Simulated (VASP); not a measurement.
Here is a VASP 6.6.1 calculation.

File INCAR:

```
PREC = Accurate ; ENCUT = 520
EDIFF = 1E-6 ; ISMEAR = -1
SIGMA = 0.1 ; LREAL = F
LASPH = T ; NELM = 150
ALGO = Normal ; ISIF = 2
LWAVE = F ; LCHARG = F
ISPIN = 2 ; MAGMOM = 0 0 2.5 2.5 0 0 0 0
LORBIT = 11 ; LMAXMIX = 6
LDAU = T ; LDAUTYPE = 2
LDAUL = -1 2 -1 -1 ; LDAUU = 0 2 0 0
LDAUJ = 0 0 0 0 ; LDAUPRINT = 1
GGA = PE ; NBANDS = 45
```

File KPOINTS:

```
Automatic mesh
0
Gamma
  7 7 4
```

File POSCAR:

```
LaCoPO
1.0
    3.9912560000      0.0000000000      0.0000000000
    0.0000000000      3.9912560000      0.0000000000
    0.0000000000      0.0000000000      8.2649260000
La Co P O
2 2 2 2
Direct
    0.0000000000      0.5000000000      0.8468679998
    0.5000000000      0.0000000000      0.1531320002
    0.5000000000      0.5000000000      0.5000000000
    0.0000000000      0.0000000000      0.5000000000
    0.5000000000      0.0000000000      0.6183690005
    0.0000000000      0.5000000000      0.3816309995
    0.0000000000      0.0000000000      0.0000000000
    0.5000000000      0.5000000000      0.0000000000
```

Potentials or basis: VASP PAW PBE potentials, release 64 (La, Co, P, O).

Run with:

```bash
$ cat potpaw_PBE.64/La/POTCAR potpaw_PBE.64/Co/POTCAR potpaw_PBE.64/P/POTCAR potpaw_PBE.64/O/POTCAR > POTCAR
$ mpirun -np 1 vasp_std > vasp.out
```

Question: Estimate the pressure.

Answer: -0.1 GPa.

Question: What does it give for the site moments?

Answer: La -0.00; Co +0.72; P +0.00; O +0.00 μB.

Question: Predict the largest force.

Answer: 0.282 eV/Å.

Question: What does it give for the net moment?

Answer: 1.39 μB per cell.

Forces in eV/Å, atoms in the order of the input:
```
La   0.000  0.000  0.081
La   0.000  0.000 -0.081
Co   0.000  0.000  0.000
Co   0.000  0.000  0.000
P    0.000  0.000  0.282
P    0.000  0.000 -0.282
O    0.000  0.000  0.000
O    0.000  0.000  0.000
```

 The state reached can hang on the start; a lower one may exist.
